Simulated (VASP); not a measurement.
# Eu (Fm-3m) in VASP: notebook

Runs on Eu. Level: LDA. Tasks: single point.

All numbers are computed with VASP 6.6.1; they aren't measurements. Logs are shortened: lines on timing, memory, paths and dates and some standing lists are left out, and cuts for length are marked.

**1. The cell of the first run**

The structure is cubic, space group Fm-3m (No. 225). The conventional cell has a = 4.361 Å, b = 4.361 Å, c = 4.361 Å, α = 90.00°, β = 90.00°, γ = 90.00°. Eu (site symmetry m-3m) has 12 Eu at 3.08 Å within 4.1 Å.

**2. Single point, LDA, collinear spin, ferromagnetic start**

Input file INCAR:

```
ALGO = Normal
EDIFF = 1E-6
ENCUT = 520
GGA = CA
ISIF = 2
ISMEAR = -1
ISPIN = 2
LASPH = True
LCHARG = False
LMAXMIX = 6
LORBIT = 11
LREAL = False
LWAVE = False
MAGMOM = 7
NBANDS = 18
NELM = 150
PREC = Accurate
SIGMA = 0.1
```

Input file KPOINTS:

```
k-points
0
Gamma
  15 15 15
```

Input file POSCAR:

```
Eu
1.0
    0.0000000000      2.1804720775      2.1804720775
    2.1804720775      0.0000000000      2.1804720775
    2.1804720775      2.1804720775      0.0000000000
Eu
1
Direct
    0.0000000000      0.0000000000      0.0000000000
```

Potentials or basis: VASP PAW PBE potentials, release 64 (Eu).

Command:

```console
> cat potpaw_PBE.64/Eu/POTCAR > POTCAR
> mpirun -np 1 vasp_std > vasp.out
```

OUTCAR:

```text
EDIFF = 1E-6
   ENCUT = 520
   GGA = CA
   ISIF = 2
   ISMEAR = -1
   ISPIN = 2
   LASPH = True
   LORBIT = 11
   LREAL = False
   NELM = 150
   PREC = Accurate

 ion  position               nearest neighbor table
   1  0.000  0.000  0.000-

  LATTYP: Found a face centered cubic cell.
 ALAT       =     4.3609441550

  Lattice vectors:

 A1 = (   0.0000000000,   2.1804720775,   2.1804720775)
 A2 = (   2.1804720775,   0.0000000000,   2.1804720775)
 A3 = (   2.1804720775,   2.1804720775,   0.0000000000)

Analysis of symmetry for initial positions (statically):
=====================================================================
 Subroutine PRICEL returns:
 Original cell was already a primitive cell.

 Routine SETGRP: Setting up the symmetry group for a
 face centered cubic supercell.

 Subroutine GETGRP returns: Found 48 space group operations
 (whereof 48 operations were pure point group operations)
 out of a pool of 48 trial point group operations.

The static configuration has the point symmetry O_h .

Analysis of symmetry for dynamics (positions and initial velocities):
=====================================================================
 Subroutine PRICEL returns:
 Original cell was already a primitive cell.

 Routine SETGRP: Setting up the symmetry group for a
 face centered cubic supercell.

 Subroutine GETGRP returns: Found 48 space group operations
 (whereof 48 operations were pure point group operations)
 out of a pool of 48 trial point group operations.

The dynamic configuration has the point symmetry O_h .

Analysis of structural, dynamic, and magnetic symmetry:
=====================================================================
 Subroutine PRICEL returns:
 Original cell was already a primitive cell.

 Routine SETGRP: Setting up the symmetry group for a
 face centered cubic supercell.

 Subroutine GETGRP returns: Found 48 space group operations
 (whereof 48 operations were pure point group operations)
 out of a pool of 48 trial point group operations.

The overall configuration has the point symmetry O_h .

 Subroutine INISYM returns: Found 48 space group operations
 (whereof 48 operations are pure point group operations),
 and found     1 'primitive' translations

----------------------------------------------------------------------------------------

                                     Primitive cell

  volume of cell :      20.7339

[... 99 lines left out ...]
   EMIN   =  10.00;   EMAX   =-10.00  energy-range for DOS
   EFERMI =   0.00;   METHOD = LEGACY
   ISMEAR =    -1;   SIGMA  =   0.10  broadening in eV -4-tet -1-fermi 0-gaus
   EFERMI_NEDOS =   21; number of points for ismear=-14 and -15
   IALGO  =     38    algorithm
   IMIX   =      4    mixing-type and parameters
     AMIX     =   0.40;   BMIX     =  1.00
     AMIX_MAG =   1.60;   BMIX_MAG =  1.00
  volume/ion in A,a.u.               =      20.73       139.92
  Fermi-wavevector in a.u.,A,eV,Ry     =   1.532253  2.895539 31.943767  2.347801
  Thomas-Fermi vector in A             =   2.639485
   LORBIT       =     11    0 simple, 1 ext, 2 COOP (PROOUT), +10 PAW based schemes
   GGA     = CA    functional components
   LHFCALC =     F    Hartree Fock is set to
   AEXX    =    0.0000 exact exchange contribution
   IVDW    =     0    specifies the selected vdW correction
   LEPSILON=     F    determine dielectric tensor
   LRPA    =     F    only Hartree local field effects (RPA)
 spin polarized calculation
  energy-cutoff  :      520.00
  volume of cell :       20.73
 maximum number of plane-waves:       568
   NGX = 11   NGY = 11   NGZ = 11

 number of electron      16.9999997 magnetization       6.9107644

 Free energy of the ion-electron system (eV)
  ---------------------------------------------------
  ext. energy  EPLUGINS =         0.00000000
  ---------------------------------------------------
  free energy    TOTEN  =       -10.81649216 eV

  energy without entropy =      -10.75238882  energy(sigma->0) =      -10.78444049

 E-fermi :   5.2858     XC(G=0): -12.5272

 val. band max:        5.2847981476   @ k =  -0.4667   0.2667   0.1333
 cond. band min:       5.2990633134   @ k =  -0.4667   0.3333   0.0000
 fundamental gap:      0.0142651657
 Fermi energy:         5.2858430641

 spin component 1

 k-point     1 :       0.0000    0.0000    0.0000
  band No.  band energies     occupation
      1     -36.2187      1.00000
      2     -13.2892      1.00000
      3     -13.2892      1.00000
      4     -13.2892      1.00000
      5       1.0837      1.00000
      6       3.9694      1.00000
[... 493 lines left out ...]
     17      12.2285      0.00000
     18      19.9958      0.00000

 [... further k-points ...]

 spin component 2

 k-point     1 :       0.0000    0.0000    0.0000
  band No.  band energies     occupation
      1     -33.5653      1.00000
      2     -11.0536      1.00000
      3     -11.0536      1.00000
      4     -11.0536      1.00000
      5       2.0634      1.00000
      6       7.6916      0.00000
[... 493 lines left out ...]
     17      13.6213      0.00000
     18      21.1664      0.00000

 [... further k-points ...]

------------------------ aborting loop because EDIFF is reached ----------------------------------------

  FORCE on cell =-STRESS in cart. coord.  units (eV):
  Direction    XX          YY          ZZ          XY          YZ          ZX
  --------------------------------------------------------------------------------------
  -------------------------------------------------------------------------------------
  Total        2.8522432      2.8522432      2.8522432      0.0000000      0.0000000     -0.0000000
  in kB      220.4020082    220.4020082    220.4020082      0.0000000      0.0000000     -0.0000000
  external PRESSURE =     220.4020082 kB  Pullay stress =       0.0000000 kB

 VOLUME and BASIS-vectors are now :
 -----------------------------------------------------------------------------
  energy-cutoff  :      520.00
  volume of cell :       20.73
      direct lattice vectors                 reciprocal lattice vectors
     0.000000000  2.180472078  2.180472078    -0.229308142  0.229308142  0.229308142
     2.180472078  0.000000000  2.180472078     0.229308142 -0.229308142  0.229308142
     2.180472078  2.180472078  0.000000000     0.229308142  0.229308142 -0.229308142

 POSITION                                       TOTAL-FORCE (eV/Angst)
 -----------------------------------------------------------------------------------
      0.00000      0.00000      0.00000         0.000000      0.000000      0.000000
 -----------------------------------------------------------------------------------
    total drift:                                0.000000      0.000000      0.000000

  FREE ENERGIE OF THE ION-ELECTRON SYSTEM (eV)
  ---------------------------------------------------
  free  energy   TOTEN  =       -10.8164921577 eV

  energy  without entropy=      -10.7523888227  energy(sigma->0) =      -10.78444049

 total charge

# of ion       s       p       d       f       tot
--------------------------------------------------
    1        2.122   5.590   0.901   6.476  15.089

 magnetization (x)

# of ion       s       p       d       f       tot
--------------------------------------------------
    1        0.016  -0.049   0.186   6.403   6.556
```

OSZICAR:

```text
N       E                     dE             d eps       ncg     rms          rms(c)
DAV:   1     0.795742838600E+02    0.79574E+02   -0.64383E+03 10918   0.453E+03
DAV:   2     0.110179048333E+01   -0.78472E+02   -0.69985E+02 10356   0.302E+02
DAV:   3    -0.796880840617E+01   -0.90706E+01   -0.87160E+01 12350   0.917E+01
DAV:   4    -0.936220544189E+01   -0.13934E+01   -0.13591E+01 16598   0.249E+01
[... 11 lines left out ...]
DAV:  16    -0.108165148188E+02   -0.53105E-03   -0.31318E-04 14746   0.321E-01    0.524E-01
DAV:  17    -0.108164914712E+02    0.23348E-04   -0.12300E-04 14856   0.289E-01    0.853E-02
DAV:  18    -0.108164938976E+02   -0.24264E-05   -0.14885E-05 16062   0.706E-02    0.517E-02
DAV:  19    -0.108164921085E+02    0.17891E-05   -0.63111E-06 11872   0.652E-02    0.185E-02
DAV:  20    -0.108164921577E+02   -0.49192E-07   -0.33198E-07  6882   0.666E-03
   1 F= -.10816492E+02 E0= -.10784440E+02  d E =-.641033E-01  mag=     6.9103
```

stdout:

```text
POSCAR found type information on POSCAR Eu
 POSCAR found :  1 types and       1 ions
 scaLAPACK will be used
 -----------------------------------------------------------------------------
|                                                                             |
|                                                                             |
|     You enforced a specific xc type in the INCAR file but a different       |
|     I HOPE YOU KNOW WHAT YOU ARE DOING!                                     |
|                                                                             |
 -----------------------------------------------------------------------------

 LDA part: xc-table for (Slater(with rela. corr.)+CA(PZ))
 , standard interpolation
 POSCAR, INCAR and KPOINTS ok, starting setup
 FFT: planning ... GRIDC
 FFT: planning ... GRID_SOFT
 FFT: planning ... GRID
 WAVECAR not read
 entering main loop
```

It took 67 s on 1 thread of Intel Xeon Platinum 8488C (Sapphire Rapids), shared host; peak memory 0.2 GiB.

What came out:

```
Free energy                                           : -10.8165 eV
Pressure                                              : 22.0 GPa
Net moment                                            : 6.91 μB per cell
Site moments                                          : Eu +6.56 μB
Valence electrons inside the program's atomic spheres : Eu 15.09
```

Levels at points of the mesh, in eV from the Fermi level:
Spin up:
```csv
k point,band 9,band 10,band 11,band 12,band 13,band 14,band 15,band 16
"(0.00, 0.00, 0.00)",-0.85,-0.30,-0.30,-0.30,2.17,2.17,2.17,6.25
```
Spin down:
```tsv
k point	band 2	band 3	band 4	band 5	band 6	band 7	band 8	band 9
(0.00, 0.00, 0.00)	-16.34	-16.34	-16.34	-3.22	2.41	3.26	3.26	3.26
```

Caveat: the PAW data sets were made with another functional, which shifts forces and pressure a little; spin-orbit coupling is left out, which moves the levels of the heavy elements.

**3. Single point, LDA, collinear spin, ferromagnetic start**

This run uses another cell than the first one, of 20.80 Å³/atom, 1.003 times its volume.

Input file INCAR:

```
PREC = Accurate ; ENCUT = 520
EDIFF = 1E-7 ; ISMEAR = -1
SIGMA = 0.1 ; LREAL = F
LASPH = T ; NELM = 150
ALGO = Normal ; ISIF = 2
LWAVE = F ; LCHARG = F
ISPIN = 2 ; MAGMOM = 7
LORBIT = 11 ; LMAXMIX = 6
GGA = CA ; NBANDS = 18
```

Input file KPOINTS:

```
regular mesh
0
Gamma
  15 15 15
```

Input file POSCAR:

```
Eu
1.0
    0.0000000000      2.1826557592      2.1826557592
    2.1826557592      0.0000000000      2.1826557592
    2.1826557592      2.1826557592      0.0000000000
Eu
1
Direct
    0.0000000000      0.0000000000      0.0000000000
```

Potentials or basis: VASP PAW PBE potentials, release 64 (Eu).

Command:

```console
> cat potpaw_PBE.64/Eu/POTCAR > POTCAR
> mpirun -np 1 vasp_std > vasp.out
```

Run time: 69 s. Hardware: 1 thread of Intel Xeon Platinum 8488C (Sapphire Rapids), shared host; peak memory 0.2 GiB.

Results (log left out):

```yaml
Free_energy: -10.8251 eV
Pressure: 21.8 GPa
Net_moment: 6.91 μB per cell
Site_moments: Eu +6.56 μB
Valence_electrons_inside_the_program's_atomic_spheres: Eu 15.09
```

Levels at points of the mesh, in eV from the Fermi level:
Spin up:
```tsv
k point	band 10	band 11	band 12	band 13	band 14	band 15
(0.00, 0.00, 0.00)	-0.30	-0.30	-0.30	2.17	2.17	2.17
```
Spin down:
```
           k point  band 3  band 4  band 5  band 6  band 7  band 8
(0.00, 0.00, 0.00)  -16.35  -16.35   -3.23    2.41    3.27    3.27
```

Caveat: the PAW data sets were made with another functional, which shifts forces and pressure a little; spin-orbit coupling is left out, which moves the levels of the heavy elements. The state reached can hang on the start; a lower one may exist.
